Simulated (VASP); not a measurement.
# BAs (F-43m) in VASP: further runs

The runs below take BAs through single point, vibrations by perturbation theory, with PBE.

All numbers are computed with VASP 6.6.1; they aren't measurements. Logs are shortened: lines on timing, memory, paths and dates and some standing lists are left out, and cuts for length are marked.

## 1. The cell of the first run

It takes space group F-43m (No. 216, cubic). The conventional cell has a = 4.809 Å, b = 4.809 Å, c = 4.809 Å, α = 90.00°, β = 90.00°, γ = 90.00°. B (site symmetry -43m) has 4 As at 2.08 Å within 2.8 Å. Within 2.8 Å of As (site symmetry -43m) lie 4 B at 2.08 Å.

## 2. Single point, PBE

POSCAR reads:

```
BAs
1.0
    0.0000000000      2.4044490725      2.4044490725
    2.4044490725      0.0000000000      2.4044490725
    2.4044490725      2.4044490725      0.0000000000
B As
1 1
Direct
    0.2500000000      0.2500000000      0.2500000000
    0.5000000000      0.5000000000      0.5000000000
```

INCAR.step1 reads:

```
ALGO = Normal ; EDIFF = 1E-6
ENCUT = 520 ; GGA = PE
ISIF = 2 ; ISMEAR = 0
LASPH = True ; LCHARG = True
LREAL = False ; LWAVE = False
NBANDS = 11 ; NELM = 80
PREC = Accurate ; SIGMA = 0.02
```

KPOINTS.step1 reads:

```
k-points
0
Gamma
  10 10 10
```

INCAR.step2 reads:

```
ALGO = Normal ; EDIFF = 1E-6
ENCUT = 520 ; GGA = PE
ICHARG = 11 ; ISIF = 2
ISMEAR = -5 ; LASPH = True
LCHARG = False ; LORBIT = 10
LREAL = False ; LWAVE = False
NEDOS = 2001 ; NELM = 80
PREC = Accurate ; SIGMA = 0.02
```

KPOINTS.step2 reads:

```
k-points
0
Gamma
  15 15 15
```

Potentials or basis: VASP PAW PBE potentials, release 64 (B, As).

Run with:

```
> cat potpaw_PBE.64/B/POTCAR potpaw_PBE.64/As/POTCAR > POTCAR
> cp INCAR.step1 INCAR
> cp KPOINTS.step1 KPOINTS
> mpirun -np 1 vasp_std > vasp.out
> cp INCAR.step2 INCAR
> cp KPOINTS.step2 KPOINTS
> mpirun -np 1 vasp_std > vasp.out
```

OUTCAR:

```text
EDIFF = 1E-6
   ENCUT = 520
   GGA = PE
   ICHARG = 11
   ISIF = 2
   ISMEAR = -5
   LASPH = True
   LORBIT = 10
   LREAL = False
   NELM = 80
   PREC = Accurate

 ion  position               nearest neighbor table
   1  0.250  0.250  0.250-   2 2.08   2 2.08   2 2.08   2 2.08
   2  0.500  0.500  0.500-   1 2.08   1 2.08   1 2.08   1 2.08

  LATTYP: Found a face centered cubic cell.
 ALAT       =     4.8088981450

  Lattice vectors:

 A1 = (   0.0000000000,   2.4044490725,   2.4044490725)
 A2 = (   2.4044490725,   0.0000000000,   2.4044490725)
 A3 = (   2.4044490725,   2.4044490725,   0.0000000000)

Analysis of symmetry for initial positions (statically):
=====================================================================
 Subroutine PRICEL returns:
 Original cell was already a primitive cell.

 Routine SETGRP: Setting up the symmetry group for a
 face centered cubic supercell.

 Subroutine GETGRP returns: Found 24 space group operations
 (whereof 24 operations were pure point group operations)
 out of a pool of 48 trial point group operations.

The static configuration has the point symmetry T_d .

Analysis of symmetry for dynamics (positions and initial velocities):
=====================================================================
 Subroutine PRICEL returns:
 Original cell was already a primitive cell.

 Routine SETGRP: Setting up the symmetry group for a
 face centered cubic supercell.

 Subroutine GETGRP returns: Found 24 space group operations
 (whereof 24 operations were pure point group operations)
 out of a pool of 48 trial point group operations.

The dynamic configuration has the point symmetry T_d .

 Subroutine INISYM returns: Found 24 space group operations
 (whereof 24 operations are pure point group operations),
 and found     1 'primitive' translations

----------------------------------------------------------------------------------------

                                     Primitive cell

  volume of cell :      27.8020

  direct lattice vectors                    reciprocal lattice vectors
     0.000000000  2.404449072  2.404449072    -0.207947844  0.207947844  0.207947844
     2.404449072  0.000000000  2.404449072     0.207947844 -0.207947844  0.207947844
     2.404449072  2.404449072  0.000000000     0.207947844  0.207947844 -0.207947844

  length of vectors
     3.400404488  3.400404488  3.400404488     0.360176231  0.360176231  0.360176231

  position of ions in fractional coordinates (direct lattice)
     0.250000000  0.250000000  0.250000000
     0.500000000  0.500000000  0.500000000

  ion indices of the primitive-cell ions
   primitive index   ion index
                 1           1
                 2           2

----------------------------------------------------------------------------------------

 KPOINTS: k-points

Automatic generation of k-mesh.
 Grid dimensions read from file:
 generate k-points for:   15   15   15

 Generating k-lattice:

  Cartesian coordinates                     Fractional coordinates (reciprocal lattice)
    -0.013863190  0.013863190  0.013863190     0.066666667  0.000000000  0.000000000
     0.013863190 -0.013863190  0.013863190     0.000000000  0.066666667  0.000000000
     0.013863190  0.013863190 -0.013863190     0.000000000  0.000000000  0.066666667

  Length of vectors
     0.024011749  0.024011749  0.024011749

  Shift w.r.t. Gamma in fractional coordinates (k-lattice)
     0.000000000  0.000000000  0.000000000

 TETIRR: Found    484 inequivalent tetrahedra from    20250

 Subroutine IBZKPT returns following result:
 ===========================================

 Found    120 irreducible k-points:

 Following reciprocal coordinates:
            Coordinates               Weight
  0.000000  0.000000  0.000000      1.000000
  0.066667  0.000000  0.000000      8.000000
  0.133333  0.000000  0.000000      8.000000
  0.200000  0.000000  0.000000      8.000000
  0.266667  0.000000  0.000000      8.000000
  0.333333  0.000000  0.000000      8.000000
[... 16 lines left out ...]
  0.133333  0.133333  0.000000      6.000000
  0.200000  0.133333  0.000000     24.000000
 [... further k-points ...]
   k-points           NKPTS =    120   k-points in BZ     NKDIM =    120   number of bands    NBANDS=      8
   number of dos      NEDOS =   2001   number of ions     NIONS =      2
   total plane-waves  NPLWV =  21952
   dimension x,y,z NGX =    28 NGY =   28 NGZ =   28
   dimension x,y,z NGXF=    56 NGYF=   56 NGZF=   56
   ions per type =               1   1
   NGX,Y,Z   is equivalent  to a cutoff of  13.69, 13.69, 13.69 a.u.
   NGXF,Y,Z  is equivalent  to a cutoff of  27.38, 27.38, 27.38 a.u.
 SYSTEM =  unknown system
   PREC   = accura    normal or accurate (medium, high low for compatibility)
   ISTART =      0    job   : 0-new  1-cont  2-samecut
   ICHARG =     11    charge: 1-file 2-atom 10-const
   ISPIN  =      1    spin polarized calculation?
   LNONCOLLINEAR =      F non collinear calculations
   LSORBIT =      F    spin-orbit coupling
   LASPH  =      T    aspherical Exc in radial PAW
   ENCUT  =  520.0 eV  38.22 Ry    6.18 a.u.   6.32  6.32  6.32*2*pi/ulx,y,z
   NELM   =     80;   NELMIN=  2; NELMDL=  0     # of ELM steps
   EDIFF  = 0.1E-05   stopping-criterion for ELM
   LREAL  =      F    real-space projection
   EDIFFG = 0.1E-04   stopping-criterion for IOM
   NSW    =      0    number of steps for IOM
   IBRION =     -1    ionic relax: 0-MD 1-quasi-New 2-CG
   NFREE  =      0    steps in history (QN), initial steepest desc. (CG)
   ISIF   =      2    stress and relaxation
   ISYM   =      2    0-nonsym 1-usesym 2-fastsym
   POTIM  = 0.5000    time-step for ionic-motion
   TEBEG  =    0.0;   TEEND  =   0.0 temperature during run
   PSTRESS=    0.0 pullay stress
   NELECT =       8.0000    total number of electrons
   NUPDOWN=      -1.0000    fix difference up-down
   EMIN   =  10.00;   EMAX   =-10.00  energy-range for DOS
   EFERMI =   0.00;   METHOD = LEGACY
   ISMEAR =    -5;   SIGMA  =   0.02  broadening in eV -4-tet -1-fermi 0-gaus
   EFERMI_NEDOS =   21; number of points for ismear=-14 and -15
   IALGO  =     38    algorithm
   IMIX   =      4    mixing-type and parameters
     AMIX     =   0.40;   BMIX     =  1.00
     AMIX_MAG =   1.60;   BMIX_MAG =  1.00
  volume/ion in A,a.u.               =      13.90        93.81
  Fermi-wavevector in a.u.,A,eV,Ry     =   1.080801  2.042419 15.893397  1.168132
  Thomas-Fermi vector in A             =   2.216802
   LORBIT       =     10    0 simple, 1 ext, 2 COOP (PROOUT), +10 PAW based schemes
   GGA     = PE    functional components
   LHFCALC =     F    Hartree Fock is set to
   AEXX    =    0.0000 exact exchange contribution
   IVDW    =     0    specifies the selected vdW correction
   LEPSILON=     F    determine dielectric tensor
   LRPA    =     F    only Hartree local field effects (RPA)
 non-spin polarized calculation
 Fermi weights with tetrahedron method with Bloechl corrections
  energy-cutoff  :      520.00
  volume of cell :       27.80
 maximum number of plane-waves:       763
 NGX is ok and might be reduce to    28

 number of electron       8.0000000 magnetization

 Free energy of the ion-electron system (eV)
  ---------------------------------------------------
  ext. energy  EPLUGINS =         0.00000000
  ---------------------------------------------------
  free energy    TOTEN  =       -11.41207301 eV

  energy without entropy =      -11.41207301  energy(sigma->0) =      -11.41207301

 E-fermi :   5.9192     XC(G=0): -10.4980

 val. band max:        5.9094565554   @ k =   0.0000   0.0000   0.0000
 cond. band min:       7.1028376806   @ k =   0.4000   0.4000   0.0000
 fundamental gap:      1.1933811253
 Fermi energy:         5.9192248829

 k-point     1 :       0.0000    0.0000    0.0000
  band No.  band energies     occupation
      1      -9.3128      2.00000
      2       5.9095      2.00000
      3       5.9095      2.00000
      4       5.9095      2.00000
      5       9.1575      0.00000
      6       9.1575      0.00000
      7       9.1575      0.00000
      8      10.3419      0.00000

 k-point     2 :       0.0667    0.0000    0.0000
  band No.  band energies     occupation
      1      -9.2410      2.00000
      2       5.2023      2.00000
      3       5.7673      2.00000
      4       5.7673      2.00000
      5       9.2667      0.00000
      6       9.3443      0.00000
      7       9.3443      0.00000
      8      10.7751      0.00000

 k-point     3 :       0.1333    0.0000    0.0000
  band No.  band energies     occupation
      1      -9.0271      2.00000
      2       3.7688      2.00000
      3       5.4338      2.00000
      4       5.4338      2.00000
      5       9.2027      0.00000
      6       9.7837      0.00000
      7       9.7837      0.00000
      8      11.8162      0.00000

 k-point     4 :       0.2000    0.0000    0.0000
  band No.  band energies     occupation
      1      -8.6765      2.00000
      2       2.1914      2.00000
      3       5.0508      2.00000
      4       5.0508      2.00000
      5       9.0168      0.00000
      6      10.2529      0.00000
      7      10.2529      0.00000
      8      12.9262      0.00000

 k-point     5 :       0.2667    0.0000    0.0000
  band No.  band energies     occupation
      1      -8.2014      2.00000
      2       0.6581      2.00000
      3       4.7010      2.00000
      4       4.7010      2.00000
      5       8.8213      0.00000
      6      10.5752      0.00000
      7      10.5752      0.00000
      8      13.8786      0.00000

 k-point     6 :       0.3333    0.0000    0.0000
  band No.  band energies     occupation
      1      -7.6295      2.00000
      2      -0.7385      2.00000
      3       4.4220      2.00000
      4       4.4220      2.00000
      5       8.6593      0.00000
      6      10.6987      0.00000
      7      10.6987      0.00000
      8      14.4977      0.00000

 k-point     7 :       0.4000    0.0000    0.0000
  band No.  band energies     occupation
      1      -7.0302      2.00000
      2      -1.8996      2.00000
      3       4.2304      2.00000
      4       4.2304      2.00000
      5       8.5472      0.00000
      6      10.6967      0.00000
      7      10.6967      0.00000
      8      14.7117      0.00000
[... 133 lines left out ...]
 k-point    20 :      -0.2000    0.0667    0.0000
  band No.  band energies     occupation
      1      -8.4689      2.00000
      2       1.6780      2.00000
      3       4.1548      2.00000
      4       5.1733      2.00000
      5       9.2716      0.00000
      6      10.1378      0.00000
      7      10.7419      0.00000
      8      13.1130      0.00000

 k-point    21 :      -0.1333    0.0667    0.0000
  band No.  band energies     occupation
      1      -8.8620      2.00000
      2       3.2049      2.00000
      3       4.5463      2.00000
      4       5.5396      2.00000
      5       9.4119      0.00000
      6       9.6995      0.00000
      7      10.2963      0.00000
      8      12.2658      0.00000

 k-point    22 :      -0.0667    0.0667    0.0000
  band No.  band energies     occupation
      1      -9.1218      2.00000
      2       4.5440      2.00000
      3       5.0895      2.00000
      4       5.7823      2.00000
      5       9.3632      0.00000
      6       9.3786      0.00000
      7       9.8172      0.00000
      8      11.3555      0.00000

 k-point    23 :       0.1333    0.1333    0.0000
  band No.  band energies     occupation
      1      -8.9312      2.00000
      2       4.2854      2.00000
      3       4.6654      2.00000
      4       4.6654      2.00000
      5       8.4078      0.00000
      6      10.8123      0.00000
      7      10.8123      0.00000
      8      11.3840      0.00000

 k-point    24 :       0.2000    0.1333    0.0000
  band No.  band energies     occupation
      1      -8.6724      2.00000
      2       3.1008      2.00000
      3       4.2524      2.00000
      4       4.4500      2.00000
      5       8.4059      0.00000
      6      10.8898      0.00000
      7      11.4228      0.00000
      8      11.9298      0.00000

 [... further k-points ...]
[... 5 lines left out ...]
  --------------------------------------------------------------------------------------
  -------------------------------------------------------------------------------------
  Total        0.1073932      0.1073932      0.1073932     -0.0000000      0.0000000     -0.0000000
  in kB        6.1888614      6.1888614      6.1888614     -0.0000000      0.0000000     -0.0000000
  external PRESSURE =       6.1888614 kB  Pullay stress =       0.0000000 kB

 VOLUME and BASIS-vectors are now :
 -----------------------------------------------------------------------------
  energy-cutoff  :      520.00
  volume of cell :       27.80
      direct lattice vectors                 reciprocal lattice vectors
     0.000000000  2.404449072  2.404449072    -0.207947844  0.207947844  0.207947844
     2.404449072  0.000000000  2.404449072     0.207947844 -0.207947844  0.207947844
     2.404449072  2.404449072  0.000000000     0.207947844  0.207947844 -0.207947844

 POSITION                                       TOTAL-FORCE (eV/Angst)
 -----------------------------------------------------------------------------------
      1.20222      1.20222      1.20222         0.000000      0.000000      0.000000
      2.40445      2.40445      2.40445        -0.000000     -0.000000     -0.000000
 -----------------------------------------------------------------------------------
    total drift:                               -0.000000     -0.000000     -0.000000

  FREE ENERGIE OF THE ION-ELECTRON SYSTEM (eV)
  ---------------------------------------------------
  free  energy   TOTEN  =       -11.4120730067 eV

  energy  without entropy=      -11.4120730067  energy(sigma->0) =      -11.41207301

 total charge

# of ion       s       p       d       tot
------------------------------------------
    1        0.657   1.158   0.000   1.816
    2        1.173   1.646   0.085   2.904
--------------------------------------------------
tot          1.831   2.804   0.085   4.719
```

Run time: 38 s. Hardware: 1 thread of Intel Xeon Platinum 8259CL at 2.50GHz (Skylake/Cascade Lake), shared host; peak memory 0.16 GiB.

What came out:

```yaml
Valence_electrons_inside_the_program's_atomic_spheres: B 1.82; As 2.90
```

## 3. Vibrations by perturbation theory, PBE

INCAR reads:

```
SYSTEM = BAs
ALGO     = Normal         ! electronic algorithm
EDIFF    = 1E-8           ! SCF threshold, eV
ENCUT    = 520            ! plane-wave cutoff, eV
GGA      = PE             ! functional
IBRION   = 8              ! ionic algorithm
ISIF     = 2              ! what is computed and relaxed
ISMEAR   = 0              ! smearing method
LASPH    = .TRUE.         ! aspherical terms in the spheres
LCHARG   = .FALSE.        ! write CHGCAR
LEPSILON = .TRUE.         ! dielectric tensor by DFPT
LREAL    = .FALSE.        ! projectors in reciprocal space
LWAVE    = .FALSE.        ! write WAVECAR
NELM     = 60             ! most SCF steps
NSW      = 1              ! ionic steps
PREC     = Accurate       ! precision mode
SIGMA    = 0.01           ! smearing width, eV
```

KPOINTS reads:

```
k-points
0
G
  12 12 12
  0 0 0
```

POSCAR reads:

```
BAs
1.0
    0.0000000000      2.4045994235      2.4045994235
    2.4045994235      0.0000000000      2.4045994235
    2.4045994235      2.4045994235      0.0000000000
B As
1 1
Direct
    0.2500000000      0.2500000000      0.2500000000
    0.5000000000      0.5000000000      0.5000000000
```

Potentials or basis: VASP PAW PBE potentials, release 64 (B, As).

Run with:

```
> cat potpaw_PBE.64/B/POTCAR potpaw_PBE.64/As/POTCAR > POTCAR
> mpirun -np 1 vasp_std > vasp.out
```

OUTCAR:

```text
SYSTEM = BAs
   EDIFF = 1E-8
   ENCUT = 520
   GGA = PE
   IBRION = 8
   ISIF = 2
   ISMEAR = 0
   LASPH = .TRUE.
   LEPSILON = .TRUE.
   LREAL = .FALSE.
   NELM = 60
   NSW = 1
   PREC = Accurate

 ion  position               nearest neighbor table
   1  0.250  0.250  0.250-   2 2.08   2 2.08   2 2.08   2 2.08
   2  0.500  0.500  0.500-   1 2.08   1 2.08   1 2.08   1 2.08
[... 595 lines left out ...]
      1.202300  1.202300  1.202300     0.578491    0.734322    0.000000
      2.404599  2.404599  2.404599    -0.219767   -0.278967    0.000000
[... 21 lines left out ...]
   6 f/i=    0.000594 THz     0.003734 2PiTHz    0.019821 cm-1     0.002458 meV
             X         Y         Z           dx          dy          dz
      1.202300  1.202300  1.202300     0.005709   -0.045264    0.352191
      2.404599  2.404599  2.404599     0.015027   -0.119148    0.927069

--------------------------------------------------------------------------------------------------------

 MACROSCOPIC STATIC DIELECTRIC TENSOR IONIC CONTRIBUTION
 ------------------------------------------------------
           0.090033     0.000000     0.000000
           0.000000     0.090033     0.000000
           0.000000     0.000000     0.090033
 ------------------------------------------------------

 ELASTIC MODULI CONTR FROM IONIC RELAXATION (kBar)
 Direction    XX          YY          ZZ          XY          YZ          ZX
 --------------------------------------------------------------------------------
 XX          -0.0000      0.0000      0.0000     -0.0000      0.0000      0.0000
 YY           0.0000     -0.0000      0.0000     -0.0000     -0.0000     -0.0000
 ZZ           0.0000      0.0000     -0.0000      0.0000     -0.0000      0.0000
 XY          -0.0000     -0.0000      0.0000   -153.4411      0.0000      0.0000
 YZ           0.0000     -0.0000     -0.0000      0.0000   -153.4411      0.0000
 ZX           0.0000     -0.0000      0.0000      0.0000      0.0000   -153.4411
 --------------------------------------------------------------------------------

 PIEZOELECTRIC TENSOR IONIC CONTR  for field in x, y, z        (C/m^2)
          XX          YY          ZZ          XY          YZ          ZX
  --------------------------------------------------------------------------------
  x     0.00000    -0.00000    -0.00000     0.00000    -0.11060     0.00000
  y     0.00000    -0.00000     0.00000     0.00000    -0.00000    -0.11060
  z    -0.00000    -0.00000     0.00000    -0.11060     0.00000     0.00000
```

OSZICAR:

```text
N       E                     dE             d eps       ncg     rms          rms(c)
DAV:   1     0.137122419917E+02    0.13712E+02   -0.39203E+03  1152   0.858E+02
DAV:   2    -0.117134266787E+02   -0.25426E+02   -0.24892E+02  1872   0.110E+02
DAV:   3    -0.120140529032E+02   -0.30063E+00   -0.30063E+00  1304   0.161E+01
DAV:   4    -0.120144743364E+02   -0.42143E-03   -0.42143E-03  1688   0.668E-01
[... 145 lines left out ...]
RMM:   8    -0.367462375030E-01    0.22621E-06   -0.13888E-07  7793   0.732E-05    0.212E-05
RMM:   9    -0.367463599440E-01   -0.12244E-06   -0.35462E-08  7661   0.449E-05    0.251E-06
RMM:  10    -0.367463411550E-01    0.18789E-07   -0.52327E-09  7013   0.340E-06    0.149E-06
RMM:  11    -0.367463365819E-01    0.45731E-08   -0.34469E-09  6521   0.223E-06    0.117E-07
 Linear response finished
```

Run time: 9.3 min. Hardware: 1 thread of Intel Xeon Platinum 8259CL at 2.50GHz (Skylake/Cascade Lake), shared host; peak memory 0.31 GiB.

Results:

| Item | Value |
| --- | --- |
| Electronic dielectric tensor (diagonal) | 9.88 |
| Born charges (mean of the diagonal) | B -0.47; As +0.47 e |
| Highest phonon frequency at Γ, LO-TO splitting left out | 682 cm⁻¹ |

Phonon frequencies in cm⁻¹ (negative: imaginary):
| q point | frequencies |
| --- | --- |
| (0.000, 0.000, 0.000) | 0 0 0 682 682 682 |

Electronic dielectric tensor:
```
9.88 0.00 0.00
0.00 9.88 0.00
0.00 0.00 9.88
```

Born effective charge tensors (e):
atom 1, B
```
-0.47  0.00  0.00
 0.00 -0.47  0.00
 0.00  0.00 -0.47
```
atom 2, As
```
0.47 0.00 0.00
0.00 0.47 0.00
0.00 0.00 0.47
```
